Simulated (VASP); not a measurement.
A run of VASP 6.6.1 is set up as follows.

The input POSCAR:

```
Fe
1.0
   -1.4333151444      1.4333151444      1.4333151444
    1.4333151444     -1.4333151444      1.4333151444
    1.4333151444      1.4333151444     -1.4333151444
Fe
1
Direct
    0.0000000000      0.0000000000      0.0000000000
```

File INCAR.step1:

```
PREC = Accurate
ENCUT = 520
EDIFF = 1E-5
ISMEAR = -1
SIGMA = 0.05
LREAL = False
LASPH = True
NELM = 150
ALGO = Normal
ISIF = 2
LWAVE = True
LCHARG = False
ISPIN = 2
MAGMOM = 3
LORBIT = 11
LMAXMIX = 4
GGA = PE
NBANDS = 14
```

INCAR.step2

```
PREC = Accurate
ENCUT = 520
EDIFF = 1E-6
ISMEAR = -1
SIGMA = 0.05
LREAL = False
LASPH = True
NELM = 150
ALGO = Normal
ISIF = 2
LWAVE = False
LCHARG = False
ISPIN = 2
MAGMOM = 3
LORBIT = 11
LMAXMIX = 4
GGA = PS
LHFCALC = True
AEXX = 0.25
HFSCREEN = 0.207
PRECFOCK = Normal
ISTART = 1
NBANDS = 14
```

File KPOINTS:

```
Automatic mesh
0
Gamma
  7 7 7
```

Potentials or basis: VASP PAW PBE potentials, release 64 (Fe).

The run is started by

```sh
$ cat potpaw_PBE.64/Fe/POTCAR > POTCAR
$ cp INCAR.step1 INCAR
$ mpirun -np 1 vasp_std > vasp.out
$ cp INCAR.step2 INCAR
$ mpirun -np 1 vasp_std > vasp.out
```

Question: Predict the site moments.

Answer: Fe +2.91 μB.

Question: Predict the net moment.

Answer: 2.86 μB per cell.

Caveat: the k points lie up to 0.44 Å⁻¹ apart.
